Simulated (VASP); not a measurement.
# KBr (Fm-3m) in VASP: single point with PBEsol

Aim: the single point of KBr with PBEsol.

All numbers are computed with VASP 6.6.1; they aren't measurements. Logs are shortened: lines on timing, memory, paths and dates and some standing lists are left out, and cuts for length are marked.

### 1 The cell of the first run

Symmetry: Fm-3m, No. 225, cubic system. The conventional cell has a = 6.600 Å, b = 6.600 Å, c = 6.600 Å, α = 90.00°, β = 90.00°, γ = 90.00°. Within 4.3 Å of K (site symmetry m-3m) lie 6 Br at 3.30 Å. Within 4.3 Å of Br (site symmetry m-3m) lie 6 K at 3.30 Å.

### 2 Single point, PBEsol

The input, INCAR:

```
PREC = Accurate
ENCUT = 500
EDIFF = 1E-6
ISMEAR = -1
SIGMA = 0.02
LREAL = F
LASPH = T
NELM = 120
ALGO = Normal
ISIF = 2
LWAVE = F
LCHARG = F
GGA = PS
NBANDS = 15
GGA_COMPAT = F
```

The input, KPOINTS:

```
Automatic mesh
0
Gamma
  6 6 6
```

The input, POSCAR:

```
KBr
1.0
    0.0000000000      3.3000000000      3.3000000000
    3.3000000000      0.0000000000      3.3000000000
    3.3000000000      3.3000000000      0.0000000000
K Br
1 1
Direct
    0.0000000000      0.0000000000      0.0000000000
    0.5000000000      0.5000000000      0.5000000000
```

Potentials or basis: VASP PAW PBE potentials, release 64 (K_sv, Br).

On the command line:

```console
$ cat potpaw_PBE.64/K_sv/POTCAR potpaw_PBE.64/Br/POTCAR > POTCAR
$ mpirun -np 1 vasp_std > vasp.out
```

OUTCAR:

```text
PREC = Accurate
   ENCUT = 500
   EDIFF = 1E-6
   ISMEAR = -1
   LREAL = F
   LASPH = T
   NELM = 120
   ISIF = 2
   GGA = PS

 ion  position               nearest neighbor table
   1  0.000  0.000  0.000-   2 3.30   2 3.30   2 3.30   2 3.30   2 3.30   2 3.30
   2  0.500  0.500  0.500-   1 3.30   1 3.30   1 3.30   1 3.30   1 3.30   1 3.30

  LATTYP: Found a face centered cubic cell.
 ALAT       =     6.6000000000

  Lattice vectors:

 A1 = (   0.0000000000,   3.3000000000,   3.3000000000)
 A2 = (   3.3000000000,   0.0000000000,   3.3000000000)
 A3 = (   3.3000000000,   3.3000000000,   0.0000000000)

Analysis of symmetry for initial positions (statically):
=====================================================================
 Subroutine PRICEL returns:
 Original cell was already a primitive cell.

 Routine SETGRP: Setting up the symmetry group for a
 face centered cubic supercell.

 Subroutine GETGRP returns: Found 48 space group operations
 (whereof 48 operations were pure point group operations)
 out of a pool of 48 trial point group operations.

The static configuration has the point symmetry O_h .

Analysis of symmetry for dynamics (positions and initial velocities):
=====================================================================
 Subroutine PRICEL returns:
 Original cell was already a primitive cell.

 Routine SETGRP: Setting up the symmetry group for a
 face centered cubic supercell.

 Subroutine GETGRP returns: Found 48 space group operations
 (whereof 48 operations were pure point group operations)
 out of a pool of 48 trial point group operations.

The dynamic configuration has the point symmetry O_h .

 Subroutine INISYM returns: Found 48 space group operations
 (whereof 48 operations are pure point group operations),
 and found     1 'primitive' translations

----------------------------------------------------------------------------------------

                                     Primitive cell

  volume of cell :      71.8740

  direct lattice vectors                    reciprocal lattice vectors
     0.000000000  3.300000000  3.300000000    -0.151515152  0.151515152  0.151515152
     3.300000000  0.000000000  3.300000000     0.151515152 -0.151515152  0.151515152
     3.300000000  3.300000000  0.000000000     0.151515152  0.151515152 -0.151515152

  length of vectors
     4.666904756  4.666904756  4.666904756     0.262431941  0.262431941  0.262431941

  position of ions in fractional coordinates (direct lattice)
     0.000000000  0.000000000  0.000000000
     0.500000000  0.500000000  0.500000000

  ion indices of the primitive-cell ions
[... 77 lines left out ...]
   NELECT =      16.0000    total number of electrons
   NUPDOWN=      -1.0000    fix difference up-down
   EMIN   =  10.00;   EMAX   =-10.00  energy-range for DOS
   EFERMI =   0.00;   METHOD = LEGACY
   ISMEAR =    -1;   SIGMA  =   0.02  broadening in eV -4-tet -1-fermi 0-gaus
   EFERMI_NEDOS =   21; number of points for ismear=-14 and -15
   IALGO  =     38    algorithm
   IMIX   =      4    mixing-type and parameters
     AMIX     =   0.40;   BMIX     =  1.00
     AMIX_MAG =   1.60;   BMIX_MAG =  1.00
  volume/ion in A,a.u.               =      35.94       242.51
  Fermi-wavevector in a.u.,A,eV,Ry     =   0.992181  1.874950 13.393889  0.984423
  Thomas-Fermi vector in A             =   2.123975
   LORBIT       =      0    0 simple, 1 ext, 2 COOP (PROOUT), +10 PAW based schemes
   GGA     = PS    functional components
   LHFCALC =     F    Hartree Fock is set to
   AEXX    =    0.0000 exact exchange contribution
   IVDW    =     0    specifies the selected vdW correction
   LEPSILON=     F    determine dielectric tensor
   LRPA    =     F    only Hartree local field effects (RPA)
 non-spin polarized calculation
  energy-cutoff  :      500.00
  volume of cell :       71.87
 maximum number of plane-waves:      1853
 NGX is ok and might be reduce to    36
   NGX = 17   NGY = 17   NGZ = 17

 number of electron      15.9999997 magnetization

 Free energy of the ion-electron system (eV)
  ---------------------------------------------------
  ext. energy  EPLUGINS =         0.00000000
  ---------------------------------------------------
  free energy    TOTEN  =        -6.45874874 eV

  energy without entropy =       -6.45874874  energy(sigma->0) =       -6.45874874

 E-fermi :  -1.3615     XC(G=0):  -7.5455

 val. band max:       -1.8264825097   @ k =   0.0000   0.0000   0.0000
 cond. band min:       2.4522166217   @ k =   0.0000   0.0000   0.0000
 fundamental gap:      4.2786991314
 Fermi energy:        -1.3615497201

 k-point     1 :       0.0000    0.0000    0.0000
  band No.  band energies     occupation
      1     -29.4389      2.00000
      2     -14.1327      2.00000
      3     -12.9813      2.00000
      4     -12.9813      2.00000
      5     -12.9813      2.00000
      6      -1.8265      2.00000
      7      -1.8265      2.00000
      8      -1.8265      2.00000
      9       2.4522      0.00000
     10       5.7024      0.00000
     11       5.7024      0.00000
     12       5.7024      0.00000
     13       6.5406      0.00000
     14       6.5406      0.00000
[... 257 lines left out ...]
      2     -14.1018      2.00000
      3     -13.0615      2.00000
      4     -13.0329      2.00000
      5     -12.9230      2.00000
      6      -2.5513      2.00000
      7      -2.3136      2.00000
      8      -2.2856      2.00000
      9       4.6542      0.00000
     10       5.9973      0.00000
     11       6.3518      0.00000
     12       7.3435      0.00000
     13       8.1304      0.00000
     14       8.9702      0.00000
     15       9.4363      0.00000

------------------------ aborting loop because EDIFF is reached ----------------------------------------

  FORCE on cell =-STRESS in cart. coord.  units (eV):
  Direction    XX          YY          ZZ          XY          YZ          ZX
  --------------------------------------------------------------------------------------
  -------------------------------------------------------------------------------------
  Total       -0.1275289     -0.1275289     -0.1275289      0.0000000      0.0000000      0.0000000
  in kB       -2.8428072     -2.8428072     -2.8428072      0.0000000      0.0000000      0.0000000
  external PRESSURE =      -2.8428072 kB  Pullay stress =       0.0000000 kB

 VOLUME and BASIS-vectors are now :
 -----------------------------------------------------------------------------
  energy-cutoff  :      500.00
  volume of cell :       71.87
      direct lattice vectors                 reciprocal lattice vectors
     0.000000000  3.300000000  3.300000000    -0.151515152  0.151515152  0.151515152
     3.300000000  0.000000000  3.300000000     0.151515152 -0.151515152  0.151515152
     3.300000000  3.300000000  0.000000000     0.151515152  0.151515152 -0.151515152

 POSITION                                       TOTAL-FORCE (eV/Angst)
 -----------------------------------------------------------------------------------
      0.00000      0.00000      0.00000        -0.000000     -0.000000      0.000000
      3.30000      3.30000      3.30000         0.000000      0.000000     -0.000000
 -----------------------------------------------------------------------------------
    total drift:                                0.000000      0.000000      0.000000

  FREE ENERGIE OF THE ION-ELECTRON SYSTEM (eV)
  ---------------------------------------------------
  free  energy   TOTEN  =        -6.4587487353 eV

  energy  without entropy=       -6.4587487353  energy(sigma->0) =       -6.45874874
```

OSZICAR:

```text
N       E                     dE             d eps       ncg     rms          rms(c)
DAV:   1     0.979533628858E+02    0.97953E+02   -0.66301E+03   480   0.905E+02
DAV:   2    -0.445117559858E+00   -0.98398E+02   -0.92022E+02   627   0.229E+02
DAV:   3    -0.642621847957E+01   -0.59811E+01   -0.59546E+01   672   0.497E+01
DAV:   4    -0.662288265803E+01   -0.19666E+00   -0.19662E+00   756   0.774E+00
DAV:   5    -0.662450140506E+01   -0.16187E-02   -0.16187E-02   656   0.729E-01    0.304E+00
DAV:   6    -0.646346005240E+01    0.16104E+00   -0.19758E-01   599   0.224E+00    0.226E+00
DAV:   7    -0.645071322722E+01    0.12747E-01   -0.91486E-02   627   0.165E+00    0.109E+00
DAV:   8    -0.645798083812E+01   -0.72676E-02   -0.10788E-02   581   0.757E-01    0.140E-01
DAV:   9    -0.645839250041E+01   -0.41166E-03   -0.49836E-04   620   0.132E-01    0.751E-02
DAV:  10    -0.645874195333E+01   -0.34945E-03   -0.39318E-04   529   0.109E-01    0.218E-02
DAV:  11    -0.645874605089E+01   -0.40976E-05   -0.17433E-05   684   0.207E-02    0.570E-03
DAV:  12    -0.645874868548E+01   -0.26346E-05   -0.30175E-06   535   0.113E-02    0.693E-03
DAV:  13    -0.645874873530E+01   -0.49827E-07   -0.58990E-07   471   0.393E-03
   1 F= -.64587487E+01 E0= -.64587487E+01  d E =-.121545E-11
```

stdout:

```text
POSCAR found type information on POSCAR K Br
 POSCAR found :  2 types and       2 ions
 scaLAPACK will be used
 -----------------------------------------------------------------------------
|                                                                             |
|                                                                             |
|     You enforced a specific xc type in the INCAR file but a different       |
|     I HOPE YOU KNOW WHAT YOU ARE DOING!                                     |
|                                                                             |
 -----------------------------------------------------------------------------

 LDA part: xc-table for (Slater+PW92), standard interpolation
 POSCAR, INCAR and KPOINTS ok, starting setup
 FFT: planning ... GRIDC
 FFT: planning ... GRID_SOFT
 FFT: planning ... GRID
 WAVECAR not read
 entering main loop
```

It took 17 s on 1 thread of Intel Xeon Platinum 8259CL at 2.50GHz (Skylake/Cascade Lake), shared host; peak memory 0.2 GiB.

What came out:

```
Free energy            : -6.4587 eV
Pressure               : -0.3 GPa
Band gap on the k mesh : 4.28 eV
```

Caveat: the PAW data sets were made with another functional, which shifts forces and pressure a little. Expect the measured gap to be larger: semilocal functionals such as PBEsol lack the derivative discontinuity.
